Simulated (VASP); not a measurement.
# SbPt: single point with LDA

SbPt:

```
CELL_PARAMETERS angstrom
4.21260 0.00000 0.00000
-2.10630 3.64822 0.00000
0.00000 0.00000 5.47200
ATOMIC_POSITIONS crystal
Sb 0.33333 0.66667 0.25000
Sb 0.66667 0.33333 0.75000
Pt 0.00000 0.00000 0.00000
Pt 0.00000 0.00000 0.50000
```

This cell differs from its parent crystal: equal xx and yy strain of +2 %.

```
Program                : VASP 6.6.1
Task                   : single point
Functional             : LDA
Potentials or basis    : VASP PAW LDA potentials, release 64 (Sb, Pt)
Cutoff                 : 520 eV
k mesh                 : 11 × 11 × 8
Occupations            : fermi-dirac, width 0.08 eV
Spin                   : no spin polarisation
Dipole correction      : no
Further INCAR settings : ALGO = Normal; EDIFF = 1e-06; NBANDS = 23
```

* Pressure: -5.0 GPa
* Band gap on the k mesh: zero (band 15 reaches 11.68 eV, above the bottom of band 16 at 7.92 eV)

Stress tensor (GPa, compression positive):
```
-5.30  0.00  0.00
 0.00 -5.30  0.00
 0.00  0.00 -4.53
```

Levels at points of the mesh, in eV from the Fermi level:
```csv
k point,band 13,band 14,band 15,band 16,band 17,band 18
"(0.00, 0.00, 0.00)",-0.10,-0.10,0.89,2.31,2.37,3.27
"(0.00, 0.00, 0.50)",-1.22,-1.22,2.26,2.26,2.26,2.26
```

Wall time 110 s on 1 thread of Intel Xeon 6975P-C, with other jobs on the host, peak memory 0.27 GiB.

Caveat: the cell differs from its parent crystal (equal xx and yy strain of +2 %); spin-orbit coupling is left out, which moves the levels of the heavy elements.
